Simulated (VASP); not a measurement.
A run of VASP 6.6.1:

The input POSCAR:

```
MgF2
1.0
    4.6220163432      0.0000000000      0.0000000000
    0.0000000000      4.6220163432      0.0000000000
    0.0000000000      0.0000000000      3.0461146010
Mg F
2 4
Direct
    0.5000000000      0.5000000000      0.5000000000
    0.0000000000      0.0000000000      0.0000000000
    0.6970491921      0.6970491921      0.0000000000
    0.8029508079      0.1970491921      0.5000000000
    0.3029508079      0.3029508079      0.0000000000
    0.1970491921      0.8029508079      0.5000000000
```

INCAR.step1

```
ALGO = Normal
EDIFF = 1E-5
ENCUT = 520
GGA = PE
GGA_COMPAT = False
ISIF = 2
ISMEAR = 0
KPAR = 4
LASPH = True
LCHARG = False
LREAL = False
LWAVE = True
NBANDS = 25
NELM = 120
PREC = Accurate
SIGMA = 0.01
```

Contents of INCAR.step2:

```
AEXX = 0.25
ALGO = Normal
EDIFF = 1E-6
ENCUT = 520
GGA = PE
GGA_COMPAT = False
ISIF = 2
ISMEAR = 0
ISTART = 1
KPAR = 4
LASPH = True
LCHARG = False
LHFCALC = True
LREAL = False
LWAVE = False
NBANDS = 25
NELM = 120
PREC = Accurate
PRECFOCK = Normal
SIGMA = 0.01
```

Contents of KPOINTS:

```
k-points
0
Gamma
  4 4 6
```

Potentials or basis: VASP PAW PBE potentials, release 64 (Mg, F).

Command:

```bash
$ cat potpaw_PBE.64/Mg/POTCAR potpaw_PBE.64/F/POTCAR > POTCAR
$ cp INCAR.step1 INCAR
$ mpirun -np 4 vasp_std > vasp.out
$ cp INCAR.step2 INCAR
$ mpirun -np 4 vasp_std > vasp.out
```

Hardware: 4 MPI ranks on Intel(R) Xeon(R) Platinum 8488C (Sapphire Rapids), with other jobs on the host.

Question: How long does it take, and how much memory?

Answer: It took 28 min on 4 MPI ranks on Intel(R) Xeon(R) Platinum 8488C (Sapphire Rapids) (shared host), peak memory 0.21 GiB a rank. Counts: k points 24.
